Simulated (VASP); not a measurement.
# PtSe2 (P-3m1) in VASP: notebook

The runs below take PtSe2 through single point, with PBE.

All numbers are computed with VASP 6.6.1; they aren't measurements. Logs are shortened: lines on timing, memory, paths and dates and some standing lists are left out, and cuts for length are marked.

### Step 1. The cell of the first run

Symmetry: P-3m1, No. 164, trigonal system. Conventional cell: a = 3.729 Å, b = 3.729 Å, c = 5.066 Å, α = 90.00°, β = 90.00°, γ = 120.00°. Within 3.3 Å of Pt (site symmetry -3m) lie 6 Se at 2.51 Å. Within 3.3 Å of Se (site symmetry 3m) lie 3 Pt at 2.51 Å and 3 Se at 3.29 Å.

### Step 2. Single point, PBE (uniaxial z strain -4.0%)

INCAR reads:

```
SYSTEM = PtSe2
  PREC = Accurate
  ENCUT = 520
  EDIFF = 1E-7
  ISMEAR = -1
  SIGMA = 0.02
  LREAL = .FALSE.
  LASPH = .TRUE.
  NELM = 60
  ALGO = Normal
  ISIF = 2
  LWAVE = .FALSE.
  LCHARG = .FALSE.
  GGA = PE
  NBANDS = 18
```

KPOINTS reads:

```
regular mesh
0
G
  12 12 6
  0 0 0
```

POSCAR reads:

```
PtSe2
1.0
    3.7286503688      0.0000000000      0.0000000000
   -1.8643251844      3.2291059412      0.0000000000
    0.0000000000      0.0000000000      5.0660703130
Pt Se
1 2
Direct
    0.0000000000      0.0000000000      0.0000000000
    0.3333333333      0.6666666667      0.2550933301
    0.6666666667      0.3333333333      0.7449066699
```

Potentials or basis: VASP PAW PBE potentials, release 64 (Pt, Se).

Launch:

```sh
$ cat potpaw_PBE.64/Pt/POTCAR potpaw_PBE.64/Se/POTCAR > POTCAR
$ mpirun -np 1 vasp_std > vasp.out
```

OUTCAR:

```text
SYSTEM = PtSe2
   PREC = Accurate
   ENCUT = 520
   EDIFF = 1E-7
   ISMEAR = -1
   LREAL = .FALSE.
   LASPH = .TRUE.
   NELM = 60
   ISIF = 2
   GGA = PE

 ion  position               nearest neighbor table
   1  0.000  0.000  0.000-   2 2.51   3 2.51   2 2.51   3 2.51   3 2.51   2 2.51
   2  0.333  0.667  0.255-   1 2.51   1 2.51   1 2.51
   3  0.667  0.333  0.745-   1 2.51   1 2.51   1 2.51

  LATTYP: Found a hexagonal cell.
 ALAT       =     3.7286503688
 C/A-ratio  =     1.3586874102

  Lattice vectors:

 A1 = (   3.7286503688,   0.0000000000,   0.0000000000)
 A2 = (  -1.8643251844,   3.2291059412,   0.0000000000)
 A3 = (   0.0000000000,   0.0000000000,   5.0660703130)

Analysis of symmetry for initial positions (statically):
=====================================================================
 Subroutine PRICEL returns:
 Original cell was already a primitive cell.

 Routine SETGRP: Setting up the symmetry group for a
 hexagonal supercell.

 Subroutine GETGRP returns: Found 12 space group operations
 (whereof 12 operations were pure point group operations)
 out of a pool of 24 trial point group operations.

The static configuration has the point symmetry D_3d.

Analysis of symmetry for dynamics (positions and initial velocities):
=====================================================================
 Subroutine PRICEL returns:
 Original cell was already a primitive cell.

 Routine SETGRP: Setting up the symmetry group for a
 hexagonal supercell.

 Subroutine GETGRP returns: Found 12 space group operations
 (whereof 12 operations were pure point group operations)
 out of a pool of 24 trial point group operations.

The dynamic configuration has the point symmetry D_3d.

 Subroutine INISYM returns: Found 12 space group operations
 (whereof 12 operations are pure point group operations),
 and found     1 'primitive' translations

----------------------------------------------------------------------------------------

                                     Primitive cell

  volume of cell :      60.9965

  direct lattice vectors                    reciprocal lattice vectors
     3.728650369  0.000000000  0.000000000     0.268193556  0.154841622  0.000000000
[... 82 lines left out ...]
   ISPIN  =      1    spin polarized calculation?
   LNONCOLLINEAR =      F non collinear calculations
   LSORBIT =      F    spin-orbit coupling
   LASPH  =      T    aspherical Exc in radial PAW
   ENCUT  =  520.0 eV  38.22 Ry    6.18 a.u.   6.93  6.93  9.42*2*pi/ulx,y,z
   NELM   =     60;   NELMIN=  2; NELMDL= -5     # of ELM steps
   EDIFF  = 0.1E-06   stopping-criterion for ELM
   LREAL  =      F    real-space projection
   EDIFFG = 0.1E-05   stopping-criterion for IOM
   NSW    =      0    number of steps for IOM
   IBRION =     -1    ionic relax: 0-MD 1-quasi-New 2-CG
   NFREE  =      0    steps in history (QN), initial steepest desc. (CG)
   ISIF   =      2    stress and relaxation
   ISYM   =      2    0-nonsym 1-usesym 2-fastsym
   POTIM  = 0.5000    time-step for ionic-motion
   TEBEG  =    0.0;   TEEND  =   0.0 temperature during run
   PSTRESS=    0.0 pullay stress
   NELECT =      22.0000    total number of electrons
   NUPDOWN=      -1.0000    fix difference up-down
   EMIN   =  10.00;   EMAX   =-10.00  energy-range for DOS
   EFERMI =   0.00;   METHOD = LEGACY
   ISMEAR =    -1;   SIGMA  =   0.02  broadening in eV -4-tet -1-fermi 0-gaus
   EFERMI_NEDOS =   21; number of points for ismear=-14 and -15
   IALGO  =     38    algorithm
   IMIX   =      4    mixing-type and parameters
     AMIX     =   0.40;   BMIX     =  1.00
     AMIX_MAG =   1.60;   BMIX_MAG =  1.00
  volume/ion in A,a.u.               =      20.33       137.21
  Fermi-wavevector in a.u.,A,eV,Ry     =   1.165326  2.202146 18.476495  1.357984
  Thomas-Fermi vector in A             =   2.301853
   LORBIT       =      0    0 simple, 1 ext, 2 COOP (PROOUT), +10 PAW based schemes
   GGA     = PE    functional components
   LHFCALC =     F    Hartree Fock is set to
   AEXX    =    0.0000 exact exchange contribution
   IVDW    =     0    specifies the selected vdW correction
   LEPSILON=     F    determine dielectric tensor
   LRPA    =     F    only Hartree local field effects (RPA)
 non-spin polarized calculation
  energy-cutoff  :      520.00
  volume of cell :       61.00
 maximum number of plane-waves:      1661
   NGX = 13   NGY = 13   NGZ = 19

 number of electron      21.9999999 magnetization

 Free energy of the ion-electron system (eV)
  ---------------------------------------------------
  ext. energy  EPLUGINS =         0.00000000
  ---------------------------------------------------
  free energy    TOTEN  =       -14.21402464 eV

  energy without entropy =      -14.21253893  energy(sigma->0) =      -14.21328179

 E-fermi :   6.5146     XC(G=0): -10.6378

 val. band max:        6.4407015148   @ k =   0.3333   0.3333   0.0000
 cond. band min:       6.5206707888   @ k =   0.0000   0.0833   0.1667
 fundamental gap:      0.0799692740
 Fermi energy:         6.5146091169

 k-point     1 :       0.0000    0.0000    0.0000
  band No.  band energies     occupation
      1      -9.1389      2.00000
      2      -6.3822      2.00000
      3      -0.6871      2.00000
      4       0.1607      2.00000
      5       0.1607      2.00000
      6       2.5397      2.00000
[... 481 lines left out ...]
      5       0.6339      2.00000
      6       1.9075      2.00000
[... 10 lines left out ...]
     17      14.8727      0.00000
     18      15.2264      0.00000

 [... further k-points ...]

------------------------ aborting loop because EDIFF is reached ----------------------------------------

  FORCE on cell =-STRESS in cart. coord.  units (eV):
  Direction    XX          YY          ZZ          XY          YZ          ZX
  --------------------------------------------------------------------------------------
  -------------------------------------------------------------------------------------
  Total        2.2315837      2.2315837      1.4274825      0.0000000      0.0000000      0.0000000
  in kB       58.6163250     58.6163250     37.4952470      0.0000000      0.0000000      0.0000000
  external PRESSURE =      51.5759657 kB  Pullay stress =       0.0000000 kB

 VOLUME and BASIS-vectors are now :
 -----------------------------------------------------------------------------
  energy-cutoff  :      520.00
  volume of cell :       61.00
      direct lattice vectors                 reciprocal lattice vectors
     3.728650369  0.000000000  0.000000000     0.268193556  0.154841622  0.000000000
    -1.864325184  3.229105941  0.000000000     0.000000000  0.309683243  0.000000000
     0.000000000  0.000000000  5.066070313     0.000000000  0.000000000  0.197391654

 POSITION                                       TOTAL-FORCE (eV/Angst)
 -----------------------------------------------------------------------------------
      0.00000      0.00000      0.00000         0.000000      0.000000      0.000000
     -0.00000      2.15274      1.29232        -0.000000     -0.000000      0.217555
      1.86433      1.07637      3.77375        -0.000000      0.000000     -0.217555
 -----------------------------------------------------------------------------------
    total drift:                               -0.000000      0.000000      0.000000

  FREE ENERGIE OF THE ION-ELECTRON SYSTEM (eV)
  ---------------------------------------------------
  free  energy   TOTEN  =       -14.2140246396 eV

  energy  without entropy=      -14.2125389307  energy(sigma->0) =      -14.21328179
```

OSZICAR:

```text
N       E                     dE             d eps       ncg     rms          rms(c)
DAV:   1     0.109398445318E+03    0.10940E+03   -0.10006E+04  3648   0.107E+03
DAV:   2    -0.987687306108E+01   -0.11928E+03   -0.11540E+03  4434   0.210E+02
DAV:   3    -0.149499542086E+02   -0.50731E+01   -0.50355E+01  4338   0.430E+01
DAV:   4    -0.149923100277E+02   -0.42356E-01   -0.42330E-01  4544   0.419E+00
DAV:   5    -0.149927143206E+02   -0.40429E-03   -0.40428E-03  4302   0.406E-01    0.126E+01
DAV:   6    -0.144365788924E+02    0.55614E+00   -0.41035E+00  3764   0.185E+01    0.779E+00
DAV:   7    -0.142320614520E+02    0.20452E+00   -0.79650E-01  3706   0.881E+00    0.387E+00
DAV:   8    -0.142156858359E+02    0.16376E-01   -0.47537E-02  3982   0.158E+00    0.818E-01
DAV:   9    -0.142138426630E+02    0.18432E-02   -0.62096E-03  4116   0.759E-01    0.185E-01
DAV:  10    -0.142140281599E+02   -0.18550E-03   -0.10130E-03  4220   0.215E-01    0.471E-02
DAV:  11    -0.142140225579E+02    0.56020E-05   -0.70418E-05  4538   0.799E-02    0.222E-02
DAV:  12    -0.142140241873E+02   -0.16294E-05   -0.11504E-05  3900   0.234E-02    0.353E-03
DAV:  13    -0.142140245710E+02   -0.38369E-06   -0.76613E-07  4784   0.556E-03    0.203E-03
DAV:  14    -0.142140246396E+02   -0.68607E-07   -0.22598E-07  3326   0.390E-03
   1 F= -.14214025E+02 E0= -.14213282E+02  d E =-.148571E-02
```

It took 56 s on 1 thread of Intel Xeon Platinum 8488C (Sapphire Rapids), shared host; peak memory 0.26 GiB.

What came out:

| Item | Value |
| --- | --- |
| Free energy | -14.2140 eV |
| Pressure | 5.2 GPa |
| Largest force | 0.218 eV/Å |
| Band gap on the k mesh | zero (band 11 reaches 6.93 eV, above the bottom of band 12 at 6.44 eV) |

Forces on the atoms (eV/Å):
```
Pt   0.000  0.000  0.000
Se   0.000  0.000  0.218
Se   0.000  0.000 -0.218
```

Caveat: the cell differs from its parent crystal (uniaxial z strain -4.0%); spin-orbit coupling is left out, which moves the levels of the heavy elements.

(Part 1 of 2 ends here.)
